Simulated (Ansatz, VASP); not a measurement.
## One calculation of HfN, two programs

```
Hf N
1.0
     0.00000    2.25900    2.25900
     2.25900    0.00000    2.25900
     2.25900    2.25900    0.00000
Hf N
1 1
Direct
  0.98893 0.01107 0.01107
  0.50000 0.50000 0.50000
```

Alike in both runs: task electric field gradients; functional PBE; k mesh 10 × 10 × 10; occupations fermi-dirac, width 0.03 eV; no spin polarisation.

|  | VASP | Ansatz |
| --- | --- | --- |
| version | VASP 6.6.1 | Ansatz 0.2.0 |
| potentials or method | VASP PAW PBE potentials, release 64 (Hf_pv, N) | PAW with Ansatz's default frozen-core files, scalar-relativistic |
| plane-wave cutoff (eV) | 520 | 420 |
| valence electrons in the cell | 15 | 31 |

Ansatz gave:

```
pressure (GPa)                                                : 5.8
traceless stress, the component that is largest in VASP (GPa) : 0.66
rms of the force components (eV/Å)                            : 0.330
size of Vzz on the site where it differs most (V/Å²)          : 2.0
```

Task: Estimate VASP's values.

Result: Pressure (GPa): 3.4; traceless stress, the component that is largest in VASP (GPa): 0.65; rms of the force components (eV/Å): 0.328; size of Vzz on the site where it differs most (V/Å²): 1.8.

Atom by atom the forces differ by 0.002 eV/Å (rms over components). The functional is the same, so the differences come from potentials, cutoffs and numerics. VASP's potentials hold 15 valence electrons a cell and Ansatz's 31, so a difference there can come from the potentials and not from the codes.

Neither program's run includes spin-orbit coupling.
